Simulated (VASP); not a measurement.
Set up this calculation in VASP 6.6.1, as the native input.

| Quantity | Value |
| --- | --- |
| Task | single point |
| Functional | LDA |
| Potentials or basis | VASP PAW LDA potentials, release 64 (C) |
| Cutoff | 520 eV |
| k mesh | 8 × 8 × 8 |
| Occupations | gaussian, width 0.05 eV |
| Spin | no spin polarisation |
| Dipole correction | no |
| Further INCAR settings | ALGO = Normal; EDIFF = 1e-06; NBANDS = 26 |

The structure of C lies in POSCAR:

```
C
1.0
   -2.3380863495      2.3380863495      2.3380863495
    2.3380863495     -2.3380863495      2.3380863495
    2.3380863495      2.3380863495     -2.3380863495
C
8
Direct
    0.3254710859      0.0000000000      0.0000000000
    0.6745289141      0.6745289141      0.6745289141
    0.0000000000      0.3254710859      0.0000000000
    0.0000000000      0.0000000000      0.3254710859
    0.0000000000      0.6745289141      0.0000000000
    0.3254710859      0.3254710859      0.3254710859
    0.6745289141      0.0000000000      0.0000000000
    0.0000000000      0.0000000000      0.6745289141
```

This cell differs from its parent crystal: strain -0.030 along x and y, -0.030 along z.

The input as run:

INCAR

```
  ALGO = Normal
  EDIFF = 1E-6
  ENCUT = 520
  GGA = CA
  ISIF = 2
  ISMEAR = 0
  LASPH = T
  LCHARG = F
  LREAL = F
  LWAVE = F
  NBANDS = 26
  NELM = 80
  PREC = Accurate
  SIGMA = 0.05
```

KPOINTS

```
k-points
0
Gamma
  8 8 8
```

Potentials or basis: VASP PAW LDA potentials, release 64 (C).

Run with:

```console
$ cat potpaw_LDA.64/C/POTCAR > POTCAR
$ mpirun -np 1 vasp_std > vasp.out
```

Results of the run:

The pressure is 38.3 GPa, the largest force is 0.581 eV/Å and the band gap on the k mesh is 3.21 eV, indirect (least direct gap 3.85 eV).

Caveat: the cell differs from its parent crystal (strain -0.030 along x and y, -0.030 along z).

Wall time 38 s on 1 thread of Intel(R) Xeon(R) 6975P-C (Granite Rapids) (shared host), peak memory 0.15 GiB.
